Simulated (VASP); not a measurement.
# OH2 in VASP: settings compared, part 2 of 2

VASP 6.6.1. Earlier steps stand in the parts before.

**3. Single point, RPBE**

INCAR reads:

```
  ALGO = Normal
  EDIFF = 1E-6
  ENCUT = 1000
  GGA = RP
  GGA_COMPAT = F
  ISIF = 2
  ISMEAR = 0
  LASPH = T
  LCHARG = F
  LREAL = F
  LWAVE = F
  NBANDS = 11
  NELM = 120
  NELMDL = -8
  PREC = Accurate
  SIGMA = 0.01
```

KPOINTS reads:

```
k-points
0
Gamma
  1 1 1
```

POSCAR reads:

```
H2O
1.0
   12.0000000000      0.0000000000      0.0000000000
    0.0000000000     12.5000000000      0.0000000000
    0.0000000000      0.0000000000     13.0000000000
O H
1 2
Direct
    0.5000000000      0.5000000000      0.5229517360
    0.5000000000      0.5611373503      0.4770566512
    0.5000000000      0.4388626497      0.4770566512
```

Potentials or basis: VASP PAW PBE potentials, release 64 (O_h, H_h).

Command:

```console
> cat potpaw_PBE.64/O_h/POTCAR potpaw_PBE.64/H_h/POTCAR > POTCAR
> mpirun -np 1 vasp_gam > vasp.out
```

OUTCAR:

```text
EDIFF = 1E-6
   ENCUT = 1000
   GGA = RP
   ISIF = 2
   ISMEAR = 0
   LASPH = T
   LREAL = F
   NELM = 120
   NELMDL = -8
   PREC = Accurate

 ion  position               nearest neighbor table
   1  0.500  0.500  0.523-   2 0.97   3 0.97
   2  0.500  0.561  0.477-   1 0.97
   3  0.500  0.439  0.477-   1 0.97

  LATTYP: Found a simple orthorhombic cell.
 ALAT       =    12.0000000000
 B/A-ratio  =     1.0416666667
 C/A-ratio  =     1.0833333333

  Lattice vectors:

 A1 = (  12.0000000000,   0.0000000000,   0.0000000000)
 A2 = (   0.0000000000,  12.5000000000,   0.0000000000)
 A3 = (   0.0000000000,   0.0000000000,  13.0000000000)

Analysis of symmetry for initial positions (statically):
=====================================================================
 Subroutine PRICEL returns:
 Original cell was already a primitive cell.

 Routine SETGRP: Setting up the symmetry group for a
 simple orthorhombic supercell.

 Subroutine GETGRP returns: Found  4 space group operations
 (whereof  4 operations were pure point group operations)
 out of a pool of  8 trial point group operations.

The static configuration has the point symmetry C_2v.

Analysis of symmetry for dynamics (positions and initial velocities):
=====================================================================
 Subroutine PRICEL returns:
 Original cell was already a primitive cell.

 Routine SETGRP: Setting up the symmetry group for a
 simple orthorhombic supercell.

 Subroutine GETGRP returns: Found  4 space group operations
 (whereof  4 operations were pure point group operations)
 out of a pool of  8 trial point group operations.

The dynamic configuration has the point symmetry C_2v.

 Subroutine INISYM returns: Found  4 space group operations
 (whereof  4 operations are pure point group operations),
 and found     1 'primitive' translations

----------------------------------------------------------------------------------------

                                     Primitive cell

  volume of cell :    1950.0000

  direct lattice vectors                    reciprocal lattice vectors
    12.000000000  0.000000000  0.000000000     0.083333333  0.000000000  0.000000000
     0.000000000 12.500000000  0.000000000     0.000000000  0.080000000  0.000000000
     0.000000000  0.000000000 13.000000000     0.000000000  0.000000000  0.076923077

  length of vectors
    12.000000000 12.500000000 13.000000000     0.083333333  0.080000000  0.076923077

  position of ions in fractional coordinates (direct lattice)
     0.500000000  0.500000000  0.522951736
     0.500000000  0.561137350  0.477056651
     0.500000000  0.438862650  0.477056651

  ion indices of the primitive-cell ions
   primitive index   ion index
                 1           1
                 2           2
                 3           3

----------------------------------------------------------------------------------------

 KPOINTS: k-points

Automatic generation of k-mesh.
 Grid dimensions read from file:
 generate k-points for:    1    1    1

 Generating k-lattice:

  Cartesian coordinates                     Fractional coordinates (reciprocal lattice)
     0.083333333  0.000000000  0.000000000     1.000000000  0.000000000  0.000000000
     0.000000000  0.080000000  0.000000000     0.000000000  1.000000000  0.000000000
     0.000000000  0.000000000  0.076923077     0.000000000  0.000000000  1.000000000

  Length of vectors
     0.083333333  0.080000000  0.076923077

  Shift w.r.t. Gamma in fractional coordinates (k-lattice)
     0.000000000  0.000000000  0.000000000

 Subroutine IBZKPT returns following result:
 ===========================================

 Found      1 irreducible k-points:

 Following reciprocal coordinates:
            Coordinates               Weight
  0.000000  0.000000  0.000000      1.000000
   k-points           NKPTS =      1   k-points in BZ     NKDIM =      1   number of bands    NBANDS=     11
   number of dos      NEDOS =    301   number of ions     NIONS =      3
   total plane-waves  NPLWV = ******
   dimension x,y,z NGX =   126 NGY =  140 NGZ =  140
   dimension x,y,z NGXF=   252 NGYF=  280 NGZF=  280
   ions per type =               1   2
   NGX,Y,Z   is equivalent  to a cutoff of  17.46, 18.62, 17.90 a.u.
   NGXF,Y,Z  is equivalent  to a cutoff of  34.91, 37.24, 35.81 a.u.
 SYSTEM =  unknown system
   PREC   = accura    normal or accurate (medium, high low for compatibility)
   ISTART =      0    job   : 0-new  1-cont  2-samecut
   ICHARG =      2    charge: 1-file 2-atom 10-const
   ISPIN  =      1    spin polarized calculation?
   LNONCOLLINEAR =      F non collinear calculations
   LSORBIT =      F    spin-orbit coupling
   LASPH  =      T    aspherical Exc in radial PAW
   ENCUT  = 1000.0 eV  73.50 Ry    8.57 a.u.  30.94 32.23 33.52*2*pi/ulx,y,z
   NELM   =    120;   NELMIN=  2; NELMDL= -8     # of ELM steps
   EDIFF  = 0.1E-05   stopping-criterion for ELM
   LREAL  =      F    real-space projection
   EDIFFG = 0.1E-04   stopping-criterion for IOM
   NSW    =      0    number of steps for IOM
   IBRION =     -1    ionic relax: 0-MD 1-quasi-New 2-CG
   NFREE  =      0    steps in history (QN), initial steepest desc. (CG)
   ISIF   =      2    stress and relaxation
   ISYM   =      2    0-nonsym 1-usesym 2-fastsym
   POTIM  = 0.5000    time-step for ionic-motion
   TEBEG  =    0.0;   TEEND  =   0.0 temperature during run
   PSTRESS=    0.0 pullay stress
   NELECT =       8.0000    total number of electrons
   NUPDOWN=      -1.0000    fix difference up-down
   EMIN   =  10.00;   EMAX   =-10.00  energy-range for DOS
   EFERMI =   0.00;   METHOD = LEGACY
   ISMEAR =     0;   SIGMA  =   0.01  broadening in eV -4-tet -1-fermi 0-gaus
   EFERMI_NEDOS =   21; number of points for ismear=-14 and -15
   IALGO  =     38    algorithm
   IMIX   =      4    mixing-type and parameters
     AMIX     =   0.40;   BMIX     =  1.00
     AMIX_MAG =   1.60;   BMIX_MAG =  1.00
  volume/ion in A,a.u.               =     650.00      4386.42
  Fermi-wavevector in a.u.,A,eV,Ry     =   0.262076  0.495251  0.934498  0.068684
  Thomas-Fermi vector in A             =   1.091609
   LORBIT       =      0    0 simple, 1 ext, 2 COOP (PROOUT), +10 PAW based schemes
   GGA     = RP    functional components
   LHFCALC =     F    Hartree Fock is set to
   AEXX    =    0.0000 exact exchange contribution
   IVDW    =     0    specifies the selected vdW correction
   LEPSILON=     F    determine dielectric tensor
   LRPA    =     F    only Hartree local field effects (RPA)
 non-spin polarized calculation
 Gauss-broadening in eV      SIGMA  =   0.01
  energy-cutoff  :     1000.00
  volume of cell :     1950.00
 maximum number of plane-waves:     70048
 NGX is ok and might be reduce to   126
   NGX = 61   NGY = 65   NGZ = 67

 number of electron       7.9999998 magnetization

 Free energy of the ion-electron system (eV)
  ---------------------------------------------------
  ext. energy  EPLUGINS =         0.00000000
  ---------------------------------------------------
  free energy    TOTEN  =       -14.28411437 eV

  energy without entropy =      -14.28411437  energy(sigma->0) =      -14.28411437

 E-fermi :  -7.0600     XC(G=0):  -0.3086

 val. band max:       -7.1374957105   @ k =   0.0000   0.0000   0.0000
 cond. band min:      -1.0271069044   @ k =   0.0000   0.0000   0.0000
 fundamental gap:      6.1103888061
 Fermi energy:        -7.0599803733

 k-point     1 :       0.0000    0.0000    0.0000
  band No.  band energies     occupation
      1     -25.2906      2.00000
      2     -13.0040      2.00000
      3      -9.2755      2.00000
      4      -7.1375      2.00000
      5      -1.0271      0.00000
      6       0.2245      0.00000
      7       0.4368      0.00000
      8       0.6821      0.00000
      9       0.7609      0.00000
     10       0.8732      0.00000
     11       0.9311      0.00000

------------------------ aborting loop because EDIFF is reached ----------------------------------------

  FORCE on cell =-STRESS in cart. coord.  units (eV):
  Direction    XX          YY          ZZ          XY          YZ          ZX
  --------------------------------------------------------------------------------------
  -------------------------------------------------------------------------------------
  Total       -0.0145495      0.0082415      0.0061736      0.0000000      0.0000000      0.0000000
  in kB       -0.0119543      0.0067714      0.0050724      0.0000000      0.0000000      0.0000000
  external PRESSURE =      -0.0000368 kB  Pullay stress =       0.0000000 kB

 VOLUME and BASIS-vectors are now :
 -----------------------------------------------------------------------------
  energy-cutoff  :     1000.00
  volume of cell :     1950.00
      direct lattice vectors                 reciprocal lattice vectors
    12.000000000  0.000000000  0.000000000     0.083333333  0.000000000  0.000000000
     0.000000000 12.500000000  0.000000000     0.000000000  0.080000000  0.000000000
     0.000000000  0.000000000 13.000000000     0.000000000  0.000000000  0.076923077

 POSITION                                       TOTAL-FORCE (eV/Angst)
 -----------------------------------------------------------------------------------
      6.00000      6.25000      6.79837         0.000000      0.000000      0.051938
      6.00000      7.01422      6.20174         0.000000      0.015513     -0.025969
      6.00000      5.48578      6.20174         0.000000     -0.015513     -0.025969
 -----------------------------------------------------------------------------------
    total drift:                                0.000000     -0.000000      0.000579

  FREE ENERGIE OF THE ION-ELECTRON SYSTEM (eV)
  ---------------------------------------------------
  free  energy   TOTEN  =       -14.2841143674 eV

  energy  without entropy=      -14.2841143674  energy(sigma->0) =      -14.28411437
```

OSZICAR:

```text
N       E                     dE             d eps       ncg     rms          rms(c)
DAV:   1     0.922620065589E+02    0.92262E+02   -0.16447E+03    22   0.495E+02
DAV:   2     0.618402173453E+02   -0.30422E+02   -0.25677E+02    28   0.609E+01
DAV:   3    -0.520800627344E+01   -0.67048E+02   -0.66486E+02    44   0.520E+01
[... 17 lines left out ...]
DAV:  21    -0.142840907332E+02   -0.16517E-04   -0.21455E-07    22   0.264E-03    0.848E-04
DAV:  22    -0.142841065965E+02   -0.15863E-04   -0.57507E-07    22   0.287E-03    0.306E-04
DAV:  23    -0.142841118359E+02   -0.52395E-05   -0.12937E-07    22   0.145E-03    0.174E-04
DAV:  24    -0.142841137752E+02   -0.19393E-05   -0.12887E-08    30   0.736E-04    0.789E-05
DAV:  25    -0.142841143674E+02   -0.59225E-06    0.20272E-08    22   0.293E-04
   1 F= -.14284114E+02 E0= -.14284114E+02  d E =-.453197E-28
```

stdout:

```text
POSCAR found type information on POSCAR O H
 POSCAR found :  2 types and       3 ions
 scaLAPACK will be used
 -----------------------------------------------------------------------------
|                                                                             |
|                                                                             |
|     You enforced a specific xc type in the INCAR file but a different       |
|     I HOPE YOU KNOW WHAT YOU ARE DOING!                                     |
|                                                                             |
 -----------------------------------------------------------------------------

 LDA part: xc-table for (Slater+PW92), standard interpolation
 POSCAR, INCAR and KPOINTS ok, starting setup
 FFT: planning ... GRIDC
 FFT: planning ... GRID_SOFT
 FFT: planning ... GRID
 WAVECAR not read
 entering main loop
```

Run time: 9.2 min. Hardware: 1 thread of AMD EPYC 7R43 (Zen 3), shared host; peak memory 3.1 GiB.

What came out:

```
Free energy                     : -14.2841 eV
Largest force                   : 0.052 eV/Å
Gap between the frontier levels : 6.11 eV
```

Forces on the atoms (eV/Å):
```
O    0.000  0.000  0.052
H    0.000  0.016 -0.026
H    0.000 -0.016 -0.026
```

Caveat: the PAW data sets were made with another functional, which shifts forces and pressure a little.

**4. Single point, PBE**

INCAR reads:

```
SYSTEM = H2O
ALGO = Normal
EDIFF = 1E-6
ENCUT = 1000
GGA = PE
GGA_COMPAT = .FALSE.
ISIF = 2
ISMEAR = 0
LASPH = .TRUE.
LCHARG = .TRUE.
LELF = .TRUE.
LREAL = .FALSE.
LVHAR = .TRUE.
LWAVE = .FALSE.
NBANDS = 11
NELM = 120
NELMDL = -8
PREC = Accurate
SIGMA = 0.01
```

KPOINTS reads:

```
k-points
0
G
  1 1 1
  0 0 0
```

POSCAR is that of step 3.

Command:

```console
> cat potpaw_PBE.64/O_h/POTCAR potpaw_PBE.64/H_h/POTCAR > POTCAR
> mpirun -np 1 vasp_gam > vasp.out
```

It took 10 min on 1 thread of Intel Xeon Platinum 8375C at 2.90GHz (Ice Lake), shared host; peak memory 3.2 GiB.

Results (log left out):

* Free energy: -14.2935 eV
* Largest force: 0.012 eV/Å
* Gap between the frontier levels: 6.23 eV

Forces in eV/Å, atoms in the order of the input:
```
O    0.000  0.000 -0.002
H    0.000  0.012  0.001
H    0.000 -0.012  0.001
```

Levels at points of the mesh, in eV from the valence-band top:
```csv
k point,band 2,band 3,band 4,band 5,band 6,band 7
"(0.00, 0.00, 0.00)",-5.84,-2.11,0.00,6.23,7.40,7.68
```

**5. Overview**

| level | gap on the mesh (eV) | largest force (eV/Å) |
| --- | --- | --- |
| PBE+D3(BJ) | 6.23 | 0.01 |
| RPBE | 6.11 | 0.05 |
| PBE | 6.23 | 0.01 |

Alike in all rows: task single point; potentials or basis VASP PAW PBE potentials, release 64 (O_h, H_h); no spin polarisation; cell as given; k mesh 1 × 1 × 1; cutoff (eV) 1000; smearing gaussian 0.01 eV.

On the cell as given the gap runs from 6.11 eV (RPBE) to 6.23 eV (PBE+D3(BJ)).

Caveats: the PAW data sets were made with another functional, which shifts forces and pressure a little (at least some runs).

Absolute energies hang on the potentials; compare differences alone.
